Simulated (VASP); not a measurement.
# InP (rocksalt type) (Fm-3m) in VASP: a series of runs

InP (rocksalt type) is run at these levels: PBE; tasks: single point, relaxation of cell and atoms.

Program: VASP 6.6.1. These are calculated values, not measurements. Logs are shortened: lines on timing, memory, paths and dates and some standing lists are left out, and cuts for length are marked.

**1. The cell of the first run**

Symmetry: Fm-3m, No. 225, cubic system. Conventional cell: a = 5.539 Å, b = 5.539 Å, c = 5.539 Å, α = 90.00°, β = 90.00°, γ = 90.00°. In (site symmetry m-3m) has 6 P at 2.77 Å within 3.7 Å. P (site symmetry m-3m) has 6 In at 2.77 Å within 3.7 Å.

**2. Single point, PBE**

Contents of INCAR:

```
SYSTEM = InP
PREC = Accurate
ENCUT = 520
EDIFF = 1E-6
ISMEAR = -1
SIGMA = 0.05
LREAL = .FALSE.
LASPH = .TRUE.
NELM = 60
ALGO = Normal
ISIF = 2
LWAVE = .FALSE.
LCHARG = .FALSE.
GGA = PE
NBANDS = 16
```

Contents of KPOINTS:

```
Automatic mesh
0
G
  13 13 13
  0 0 0
```

Contents of POSCAR:

```
InP
1.0
    0.0000000000      2.7696307375      2.7696307375
    2.7696307375      0.0000000000      2.7696307375
    2.7696307375      2.7696307375      0.0000000000
In P
1 1
Direct
    0.0000000000      0.0000000000      0.0000000000
    0.5000000000      0.5000000000      0.5000000000
```

Potentials or basis: VASP PAW PBE potentials, release 64 (In_d, P).

Started as:

```sh
$ cat potpaw_PBE.64/In_d/POTCAR potpaw_PBE.64/P/POTCAR > POTCAR
$ mpirun -np 1 vasp_std > vasp.out
```

OUTCAR:

```text
SYSTEM = InP
   PREC = Accurate
   ENCUT = 520
   EDIFF = 1E-6
   ISMEAR = -1
   LREAL = .FALSE.
   LASPH = .TRUE.
   NELM = 60
   ISIF = 2
   GGA = PE

 ion  position               nearest neighbor table
   1  0.000  0.000  0.000-   2 2.77   2 2.77   2 2.77   2 2.77   2 2.77   2 2.77
   2  0.500  0.500  0.500-   1 2.77   1 2.77   1 2.77   1 2.77   1 2.77   1 2.77

  LATTYP: Found a face centered cubic cell.
 ALAT       =     5.5392614750

  Lattice vectors:

 A1 = (   0.0000000000,   2.7696307375,   2.7696307375)
 A2 = (   2.7696307375,   0.0000000000,   2.7696307375)
 A3 = (   2.7696307375,   2.7696307375,   0.0000000000)

Analysis of symmetry for initial positions (statically):
=====================================================================
 Subroutine PRICEL returns:
 Original cell was already a primitive cell.

 Routine SETGRP: Setting up the symmetry group for a
 face centered cubic supercell.

 Subroutine GETGRP returns: Found 48 space group operations
 (whereof 48 operations were pure point group operations)
 out of a pool of 48 trial point group operations.

The static configuration has the point symmetry O_h .

Analysis of symmetry for dynamics (positions and initial velocities):
=====================================================================
 Subroutine PRICEL returns:
 Original cell was already a primitive cell.

 Routine SETGRP: Setting up the symmetry group for a
 face centered cubic supercell.

 Subroutine GETGRP returns: Found 48 space group operations
 (whereof 48 operations were pure point group operations)
 out of a pool of 48 trial point group operations.

The dynamic configuration has the point symmetry O_h .

 Subroutine INISYM returns: Found 48 space group operations
 (whereof 48 operations are pure point group operations),
 and found     1 'primitive' translations

----------------------------------------------------------------------------------------

                                     Primitive cell

  volume of cell :      42.4909

  direct lattice vectors                    reciprocal lattice vectors
     0.000000000  2.769630737  2.769630737    -0.180529481  0.180529481  0.180529481
     2.769630737  0.000000000  2.769630737     0.180529481 -0.180529481  0.180529481
     2.769630737  2.769630737  0.000000000     0.180529481  0.180529481 -0.180529481

  length of vectors
     3.916849352  3.916849352  3.916849352     0.312686234  0.312686234  0.312686234

  position of ions in fractional coordinates (direct lattice)
     0.000000000  0.000000000  0.000000000
     0.500000000  0.500000000  0.500000000

  ion indices of the primitive-cell ions
   primitive index   ion index
                 1           1
                 2           2

----------------------------------------------------------------------------------------

 KPOINTS: Automatic mesh

Automatic generation of k-mesh.
 Grid dimensions read from file:
 generate k-points for:   13   13   13

 Generating k-lattice:

  Cartesian coordinates                     Fractional coordinates (reciprocal lattice)
    -0.013886883  0.013886883  0.013886883     0.076923077  0.000000000  0.000000000
     0.013886883 -0.013886883  0.013886883     0.000000000  0.076923077  0.000000000
     0.013886883  0.013886883 -0.013886883     0.000000000  0.000000000  0.076923077

  Length of vectors
     0.024052787  0.024052787  0.024052787

  Shift w.r.t. Gamma in fractional coordinates (k-lattice)
     0.000000000  0.000000000  0.000000000

 Subroutine IBZKPT returns following result:
 ===========================================

 Found     84 irreducible k-points:

 Following reciprocal coordinates:
            Coordinates               Weight
  0.000000  0.000000  0.000000      1.000000
  0.076923  0.000000  0.000000      8.000000
  0.153846  0.000000  0.000000      8.000000
  0.230769  0.000000  0.000000      8.000000
  0.307692  0.000000  0.000000      8.000000
  0.384615  0.000000  0.000000      8.000000
[... 16 lines left out ...]
  0.384615  0.153846  0.000000     24.000000
  0.461538  0.153846  0.000000     24.000000
 [... further k-points ...]
   k-points           NKPTS =     84   k-points in BZ     NKDIM =     84   number of bands    NBANDS=     16
   number of dos      NEDOS =    301   number of ions     NIONS =      2
   total plane-waves  NPLWV =  27000
   dimension x,y,z NGX =    30 NGY =   30 NGZ =   30
   dimension x,y,z NGXF=    60 NGYF=   60 NGZF=   60
   ions per type =               1   1
   NGX,Y,Z   is equivalent  to a cutoff of  12.73, 12.73, 12.73 a.u.
   NGXF,Y,Z  is equivalent  to a cutoff of  25.47, 25.47, 25.47 a.u.
 SYSTEM =  InP
   PREC   = accura    normal or accurate (medium, high low for compatibility)
   ISTART =      0    job   : 0-new  1-cont  2-samecut
   ICHARG =      2    charge: 1-file 2-atom 10-const
   ISPIN  =      1    spin polarized calculation?
   LNONCOLLINEAR =      F non collinear calculations
   LSORBIT =      F    spin-orbit coupling
   LASPH  =      T    aspherical Exc in radial PAW
   ENCUT  =  520.0 eV  38.22 Ry    6.18 a.u.   7.28  7.28  7.28*2*pi/ulx,y,z
   NELM   =     60;   NELMIN=  2; NELMDL= -5     # of ELM steps
   EDIFF  = 0.1E-05   stopping-criterion for ELM
   LREAL  =      F    real-space projection
   EDIFFG = 0.1E-04   stopping-criterion for IOM
   NSW    =      0    number of steps for IOM
   IBRION =     -1    ionic relax: 0-MD 1-quasi-New 2-CG
   NFREE  =      0    steps in history (QN), initial steepest desc. (CG)
   ISIF   =      2    stress and relaxation
   ISYM   =      2    0-nonsym 1-usesym 2-fastsym
   POTIM  = 0.5000    time-step for ionic-motion
   TEBEG  =    0.0;   TEEND  =   0.0 temperature during run
   PSTRESS=    0.0 pullay stress
   NELECT =      18.0000    total number of electrons
   NUPDOWN=      -1.0000    fix difference up-down
   EMIN   =  10.00;   EMAX   =-10.00  energy-range for DOS
   EFERMI =   0.00;   METHOD = LEGACY
   ISMEAR =    -1;   SIGMA  =   0.05  broadening in eV -4-tet -1-fermi 0-gaus
   EFERMI_NEDOS =   21; number of points for ismear=-14 and -15
   IALGO  =     38    algorithm
   IMIX   =      4    mixing-type and parameters
     AMIX     =   0.40;   BMIX     =  1.00
     AMIX_MAG =   1.60;   BMIX_MAG =  1.00
  volume/ion in A,a.u.               =      21.25       143.37
  Fermi-wavevector in a.u.,A,eV,Ry     =   1.229515  2.323446 20.568021  1.511707
  Thomas-Fermi vector in A             =   2.364399
   LORBIT       =      0    0 simple, 1 ext, 2 COOP (PROOUT), +10 PAW based schemes
   GGA     = PE    functional components
   LHFCALC =     F    Hartree Fock is set to
   AEXX    =    0.0000 exact exchange contribution
   IVDW    =     0    specifies the selected vdW correction
   LEPSILON=     F    determine dielectric tensor
   LRPA    =     F    only Hartree local field effects (RPA)
 non-spin polarized calculation
  energy-cutoff  :      520.00
  volume of cell :       42.49
 maximum number of plane-waves:      1163
 NGX is ok and might be reduce to    30
   NGX = 15   NGY = 15   NGZ = 15

 number of electron      18.0000009 magnetization

 Free energy of the ion-electron system (eV)
  ---------------------------------------------------
  ext. energy  EPLUGINS =         0.00000000
  ---------------------------------------------------
  free energy    TOTEN  =        -7.92064963 eV

  energy without entropy =       -7.91158007  energy(sigma->0) =       -7.91611485

 E-fermi :   7.0148     XC(G=0): -10.3925

 val. band max:        7.0094196278   @ k =  -0.4615   0.0769   0.0000
 cond. band min:       7.0185697541   @ k =  -0.3846   0.3846   0.0000
 fundamental gap:      0.0091501264
 Fermi energy:         7.0147811822

 k-point     1 :       0.0000    0.0000    0.0000
  band No.  band energies     occupation
      1      -7.1914      2.00000
      2      -7.1914      2.00000
      3      -7.1717      2.00000
      4      -7.1717      2.00000
      5      -7.1717      2.00000
      6      -4.9764      2.00000
[... 8 lines left out ...]
     15      15.4989      0.00000
     16      15.4989      0.00000

 k-point     2 :       0.0769    0.0000    0.0000
  band No.  band energies     occupation
      1      -7.1940      2.00000
      2      -7.1940      2.00000
      3      -7.1718      2.00000
      4      -7.1680      2.00000
      5      -7.1680      2.00000
      6      -4.9027      2.00000
[... 8 lines left out ...]
     15      14.9074      0.00000
     16      15.4955      0.00000

 k-point     3 :       0.1538    0.0000    0.0000
  band No.  band energies     occupation
      1      -7.2031      2.00000
      2      -7.2031      2.00000
      3      -7.1726      2.00000
      4      -7.1558      2.00000
      5      -7.1558      2.00000
      6      -4.6841      2.00000
[... 8 lines left out ...]
     15      14.9562      0.00000
     16      15.3350      0.00000

 k-point     4 :       0.2308    0.0000    0.0000
  band No.  band energies     occupation
      1      -7.2171      2.00000
      2      -7.2171      2.00000
      3      -7.1744      2.00000
      4      -7.1373      2.00000
      5      -7.1373      2.00000
      6      -4.3300      2.00000
[... 8 lines left out ...]
     15      15.5507      0.00000
     16      15.5507      0.00000
[... 324 lines left out ...]
 k-point    22 :       0.3077    0.1538    0.0000
  band No.  band energies     occupation
      1      -7.2825      2.00000
      2      -7.1939      2.00000
      3      -7.1852      2.00000
      4      -7.1283      2.00000
      5      -7.1128      2.00000
      6      -3.8933      2.00000
[... 8 lines left out ...]
     15      17.4119      0.00000
     16      17.5674      0.00000

 k-point    23 :       0.3846    0.1538    0.0000
  band No.  band energies     occupation
      1      -7.2983      2.00000
      2      -7.2080      2.00000
      3      -7.1804      2.00000
      4      -7.1202      2.00000
      5      -7.0958      2.00000
      6      -3.4022      2.00000
[... 8 lines left out ...]
     15      18.1687      0.00000
     16      18.2166      0.00000

 k-point    24 :       0.4615    0.1538    0.0000
  band No.  band energies     occupation
      1      -7.3047      2.00000
      2      -7.2219      2.00000
      3      -7.1744      2.00000
      4      -7.1140      2.00000
      5      -7.0865      2.00000
      6      -2.9140      2.00000
[... 8 lines left out ...]
     15      18.6782      0.00000
     16      19.2167      0.00000

 [... further k-points ...]
[... 5 lines left out ...]
  --------------------------------------------------------------------------------------
  -------------------------------------------------------------------------------------
  Total       -0.0120586     -0.0120586     -0.0120586      0.0000000     -0.0000000      0.0000000
  in kB       -0.4546850     -0.4546850     -0.4546850      0.0000000     -0.0000000      0.0000000
  external PRESSURE =      -0.4546850 kB  Pullay stress =       0.0000000 kB

 VOLUME and BASIS-vectors are now :
 -----------------------------------------------------------------------------
  energy-cutoff  :      520.00
  volume of cell :       42.49
      direct lattice vectors                 reciprocal lattice vectors
     0.000000000  2.769630737  2.769630737    -0.180529481  0.180529481  0.180529481
     2.769630737  0.000000000  2.769630737     0.180529481 -0.180529481  0.180529481
     2.769630737  2.769630737  0.000000000     0.180529481  0.180529481 -0.180529481

 POSITION                                       TOTAL-FORCE (eV/Angst)
 -----------------------------------------------------------------------------------
      0.00000      0.00000      0.00000         0.000000      0.000000      0.000000
      2.76963      2.76963      2.76963        -0.000000     -0.000000      0.000000
 -----------------------------------------------------------------------------------
    total drift:                               -0.000000      0.000000      0.000000

  FREE ENERGIE OF THE ION-ELECTRON SYSTEM (eV)
  ---------------------------------------------------
  free  energy   TOTEN  =        -7.9206496286 eV

  energy  without entropy=       -7.9115800688  energy(sigma->0) =       -7.91611485
```

Wall time 95 s (1 thread of Intel Xeon 8259CL, shared host); peak memory 0.2 GiB.

Results:

```
Free energy            : -7.9206 eV
Pressure               : 0.0 GPa
Band gap on the k mesh : zero (bands 9 and 10 overlap by 2.60 eV)
```

Caveat: spin-orbit coupling is left out, which moves the levels of the heavy elements.

**3. Single point, PBE**

Contents of INCAR:

```
PREC = Accurate
ENCUT = 520
EDIFF = 1E-7
ISMEAR = -1
SIGMA = 0.05
LREAL = False
LASPH = True
NELM = 100
ALGO = Normal
ISIF = 2
LWAVE = False
LCHARG = False
GGA = PE
NBANDS = 16
```

Contents of KPOINTS:

```
Automatic mesh
0
Gamma
  13 13 13
```

POSCAR is that of step 2.

Potentials or basis: VASP PAW PBE potentials, release 64 (In_d, P).

Started as:

```sh
$ cat potpaw_PBE.64/In_d/POTCAR potpaw_PBE.64/P/POTCAR > POTCAR
$ mpirun -np 1 vasp_std > vasp.out
```

Run time: 80 s. Hardware: 1 thread of Intel Xeon 8259CL, shared host; peak memory 0.21 GiB.

Results (log left out):

```
Free energy            : -7.9206 eV
Pressure               : 0.0 GPa
Band gap on the k mesh : zero (bands 9 and 10 overlap by 2.60 eV)
```

Levels at points of the mesh, in eV from the Fermi level:
```csv
k point,band 5,band 6,band 7,band 8,band 9,band 10,band 11,band 12,band 13,band 14
"(0.00, 0.00, 0.00)",-14.19,-11.99,-0.27,-0.27,-0.27,0.53,7.11,7.11,7.11,8.48
```

Caveat: spin-orbit coupling is left out, which moves the levels of the heavy elements.

**4. Relaxation of cell and atoms, PBE**

This run uses another cell than the first one, of 16.99 Å³/atom.

Contents of INCAR:

```
SYSTEM = InP
PREC = Accurate
ENCUT = 600
EDIFF = 1E-7
ISMEAR = -1
SIGMA = 0.05
LREAL = .False.
LASPH = .True.
NELM = 60
ALGO = Normal
ISIF = 3
LWAVE = .False.
LCHARG = .False.
GGA = PE
IBRION = 2
NSW = 60
EDIFFG = -0.005
```

Contents of KPOINTS:

```
regular mesh
0
Gamma
  13 13 13
  0 0 0
```

Contents of POSCAR:

```
InP
1.0
    0.0000000000      2.5708039839      2.5708039839
    2.5708039839      0.0000000000      2.5708039839
    2.5708039839      2.5708039839      0.0000000000
In P
1 1
Direct
    0.0000000000      0.0000000000      0.0000000000
    0.5000000000      0.5000000000      0.5000000000
```

Started as:

```sh
$ cat potpaw_PBE.64/In_d/POTCAR potpaw_PBE.64/P/POTCAR > POTCAR
$ mpirun -np 1 vasp_std > vasp.out
```

Run time: 6.5 min. Hardware: 1 thread of Intel Xeon 8259CL, shared host; peak memory 0.21 GiB.

The run converged. Its results:

| Item | Value |
| --- | --- |
| Free energy | -7.9183 eV |
| Relaxed volume | 21.23 Å³/atom |
| Relaxed cell | a = 3.916 Å, b = 3.916 Å, c = 3.916 Å, α = 60.00°, β = 60.00°, γ = 60.00° |
| Space group after relaxing (to 0.1 Å) | Fm-3m (No. 225) |
| Energy gained by relaxing | 300.5 meV/atom |
| Ionic steps | 18 |
| Pressure after relaxing | 0.0 GPa |
| Band gap on the k mesh | zero (bands 9 and 10 overlap by 2.60 eV) |

The path:
```tsv
step	energy change (eV)	largest force (eV/Å)	pressure (GPa)	volume (Å³)
1	0.0000	0.0000	28.05	33.98
2	-0.3390	0.0000	-8.42	50.81
3	-0.6010	0.0000	-0.14	42.56
4	-0.6010	0.0000	0.18	42.38
5	-0.6010	0.0000	0.18	42.38
6	-0.6010	0.0000	0.17	42.38
7	-0.6010	0.0000	0.17	42.38
8	-0.6010	0.0000	0.17	42.38
9	-0.6010	0.0000	0.17	42.38
10	-0.6010	0.0000	0.17	42.38
11	-0.6010	0.0000	0.17	42.38
12	-0.6010	0.0000	0.17	42.38
13	-0.6010	0.0000	0.18	42.38
14	-0.6010	0.0000	0.16	42.38
15	-0.6010	0.0000	0.15	42.39
16	-0.6010	0.0000	0.13	42.40
17	-0.6010	0.0000	0.10	42.42
18	-0.6010	0.0000	0.02	42.46
```

Final structure:
```
In P
1.0
     0.00000    2.76906    2.76906
     2.76906    0.00000    2.76906
     2.76906    2.76906    0.00000
In P
1 1
Direct
  0.00000 0.00000 0.00000
  0.50000 0.50000 0.50000
```

Levels at points of the mesh, in eV from the Fermi level:
| k point | band 5 | band 6 | band 7 | band 8 | band 9 | band 10 | band 11 | band 12 | band 13 |
| --- | --- | --- | --- | --- | --- | --- | --- | --- | --- |
| (0.00, 0.00, 0.00) | -14.19 | -12.00 | -0.27 | -0.27 | -0.27 | 0.54 | 7.11 | 7.11 | 7.11 |

Caveat: the volume moved by over 15 % at a fixed basis, so the end points are rough; spin-orbit coupling is left out, which moves the levels of the heavy elements.
